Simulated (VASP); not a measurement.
Crystal: PtSe2.

```
Pt Se
1.0
     3.72400    0.00000    0.00000
    -1.86200    3.22508    0.00000
     0.00000    0.00000    5.06200
Pt Se
1 2
Cartesian
  0.0000 0.0000 0.0000
  0.0000 2.1501 1.2655
  1.8620 1.0750 3.7965
```

Base run:

| Item | Value |
| --- | --- |
| Program | VASP 6.6.1 |
| Functional | revPBE |
| Potentials or basis | VASP PAW PBE potentials, release 64 (Pt, Se) |
| Cutoff | 520 eV |
| k mesh | 6 × 6 × 4, shifted |
| Occupations | fermi-dirac, width 0.3 eV |
| Spin | no spin polarisation |

Its results: pressure 9.4 GPa; largest force 0.704 eV/Å.

**Question.** The run is repeated on the same cell with these changes: functional from revPBE to PBEsol; further incar settings from ALGO = Normal; EDIFF = 1e-06; NBANDS = 18; ISYM = 0 to ALGO = Normal; EDIFF = 1e-07; NBANDS = 18; ISYM = 0. What comes out?

**Answer.** Pressure 2.6 GPa; largest force 0.417 eV/Å.

Caveats: so wide a smearing shifts energies and pressures; the PAW data sets were made with another functional, which shifts forces and pressure a little; the cell stands under pressure (at least some runs).
